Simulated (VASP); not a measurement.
# Cd (P6_3/mmc) in VASP: a series of runs, part 2 of 2

VASP 6.6.1. The steps go on from the part before.

## (4) Single point, LDA

This run uses another cell than the first one, of 8.95 Å³/atom.

INCAR reads:

```
PREC = Accurate
ENCUT = 630
EDIFF = 1E-6
ISMEAR = -1
SIGMA = 0.1
LREAL = F
LASPH = T
NELM = 120
ALGO = Normal
ISIF = 2
LWAVE = F
LCHARG = T
LELF = T
LVHAR = T
NBANDS = 27
GGA_COMPAT = F
```

KPOINTS reads:

```
regular mesh
0
Gamma
  16 16 9
```

POSCAR reads:

```
Cd
1.0
    2.3412573242      0.0000000000      0.0000000000
   -1.1706286621      2.0275883196      0.0000000000
    0.0000000000      0.0000000000      3.7722062555
Cd
2
Direct
    0.3333333333      0.6666666667      0.2500000000
    0.6666666667      0.3333333333      0.7500000000
```

Run with:

```
$ cat potpaw_LDA.64/Cd_sv_GW/POTCAR > POTCAR
$ mpirun -np 1 vasp_std > vasp.out
```

Run time: 69 s. Hardware: 1 thread of AMD EPYC 7R13 (Zen 3), shared host; peak memory 0.18 GiB.

It converged, with:

- Free energy: 12.0299 eV
- Pressure: 506.0 GPa
- Band gap on the k mesh: zero (bands 20 and 21 overlap by 2.81 eV)

Levels at points of the mesh, in eV from the Fermi level:
| k point | band 18 | band 19 | band 20 | band 21 | band 22 | band 23 |
| --- | --- | --- | --- | --- | --- | --- |
| (0.00, 0.00, 0.00) | -13.08 | -13.08 | -9.46 | 0.42 | 9.06 | 11.83 |
| (0.50, 0.00, 0.00) | -12.38 | -7.72 | -4.48 | 3.06 | 3.27 | 6.44 |

Caveat: the cell stands under pressure.

## (5) Single point, LDA (16.91 Å³/atom)

This run uses another cell than the first one, of 16.91 Å³/atom.

INCAR reads:

```
SYSTEM = Cd
ALGO     = Normal         ! electronic algorithm
EDIFF    = 1E-6           ! SCF threshold, eV
ENCUT    = 630            ! plane-wave cutoff, eV
GGA_COMPAT= .FALSE.      
ISIF     = 2              ! what is computed and relaxed
ISMEAR   = -1             ! smearing method
LASPH    = .TRUE.         ! aspherical terms in the spheres
LCHARG   = .FALSE.        ! write CHGCAR
LREAL    = .FALSE.        ! projectors in reciprocal space
LWAVE    = .FALSE.        ! write WAVECAR
NBANDS   = 27             ! bands
NELM     = 120            ! most SCF steps
PREC     = Accurate       ! precision mode
SIGMA    = 0.1            ! smearing width, eV
```

KPOINTS reads:

```
k-points
0
G
  16 16 9
  0 0 0
```

POSCAR reads:

```
Cd
1.0
    2.8110156219      0.0000000000      0.0000000000
   -1.4055078110      2.4344109390      0.0000000000
    0.0000000000      0.0000000000      4.9428066530
Cd
2
Direct
    0.3333333333      0.6666666667      0.2500000000
    0.6666666667      0.3333333333      0.7500000000
```

Run with:

```
$ cat potpaw_LDA.64/Cd_sv_GW/POTCAR > POTCAR
$ mpirun -np 1 vasp_std > vasp.out
```

It took 1.8 min on 1 thread of Intel Xeon Platinum 8259CL at 2.50GHz (Skylake/Cascade Lake), shared host; peak memory 0.28 GiB.

Results (log left out):

```
Free energy            : -2.7849 eV
Pressure               : 18.1 GPa
Band gap on the k mesh : zero (bands 20 and 21 overlap by 3.65 eV)
```

Stress tensor (GPa, compression positive):
```
18.17  0.00  0.00
 0.00 18.17  0.00
 0.00  0.00 17.92
```

Levels at points of the mesh, in eV from the Fermi level:
```
           k point  band 16  band 17  band 18  band 19  band 20  band 21  band 22  band 23  band 24  band 25
(0.00, 0.00, 0.00)    -9.58    -9.58    -8.99    -8.99    -4.23    -2.14    12.97    13.48    15.17    15.64
(0.50, 0.00, 0.00)    -8.95    -8.73    -8.66    -3.58    -2.52     2.55     3.03     4.64     6.04     8.04
```

Caveat: the cell stands under pressure.

## (6) Single point, LDA (19.90 Å³/atom)

This run uses another cell than the first one, of 19.90 Å³/atom.

INCAR reads:

```
SYSTEM = Cd
PREC = Accurate ; ENCUT = 630
EDIFF = 1E-6 ; ISMEAR = -1
SIGMA = 0.1 ; LREAL = .False.
LASPH = .True. ; NELM = 120
ALGO = Normal ; ISIF = 2
LWAVE = .False. ; LCHARG = .True.
LELF = .True. ; LVHAR = .True.
NBANDS = 27 ; GGA_COMPAT = .False.
```

KPOINTS reads:

```
Automatic mesh
0
Gamma
  16 16 9
  0 0 0
```

POSCAR reads:

```
Cd
1.0
    2.9256599272      0.0000000000      0.0000000000
   -1.4628299636      2.5336958198      0.0000000000
    0.0000000000      0.0000000000      5.3682598386
Cd
2
Direct
    0.3333333333      0.6666666667      0.2500000000
    0.6666666667      0.3333333333      0.7500000000
```

Potentials or basis: VASP PAW LDA potentials, release 64 (Cd_sv_GW).

Run with:

```
$ cat potpaw_LDA.64/Cd_sv_GW/POTCAR > POTCAR
$ mpirun -np 1 vasp_std > vasp.out
```

It took 89 s on 1 thread of AMD EPYC 9R45 (Zen 5), shared host; peak memory 0.28 GiB.

It converged, with:

```
Free energy            : -3.0785 eV
Pressure               : -0.1 GPa
Band gap on the k mesh : zero (bands 20 and 21 overlap by 3.89 eV)
```

Stress tensor (GPa, compression positive):
```
-0.04  0.00  0.00
 0.00 -0.04  0.00
 0.00  0.00 -0.13
```

Levels at points of the mesh, in eV from the Fermi level:
```csv
k point,band 17,band 18,band 19,band 20,band 21,band 22,band 23,band 24
"(0.00, 0.00, 0.00)",-8.89,-8.54,-8.54,-3.37,-2.74,11.36,13.75,14.91
"(0.50, 0.00, 0.00)",-8.28,-8.24,-2.71,-2.07,2.15,3.00,3.60,5.55
```

## (7) The runs side by side

```csv
cell,k mesh,gap on the mesh (eV),pressure (GPa)
"a = 2.892, b = 2.892, c = 5.219 Å, angles 90.0, 90.0, 120.0°, 2 atoms",24 × 24 × 14,none,4.1
"a = 2.341, b = 2.341, c = 3.772 Å, angles 90.0, 90.0, 120.0°, 2 atoms",16 × 16 × 9,none,506.0
"a = 2.811, b = 2.811, c = 4.943 Å, angles 90.0, 90.0, 120.0°, 2 atoms",16 × 16 × 9,none,18.1
"a = 2.926, b = 2.926, c = 5.368 Å, angles 90.0, 90.0, 120.0°, 2 atoms",16 × 16 × 9,none,-0.1
```

Alike in all rows: task single point; level LDA; potentials or basis VASP PAW LDA potentials, release 64 (Cd_sv_GW); no spin polarisation; cutoff (eV) 630; smearing fermi-dirac 0.1 eV.

Caveats: the cell stands under pressure (at least some runs).

Total energies depend on the potentials used, so only differences within one code and one set of settings carry meaning.
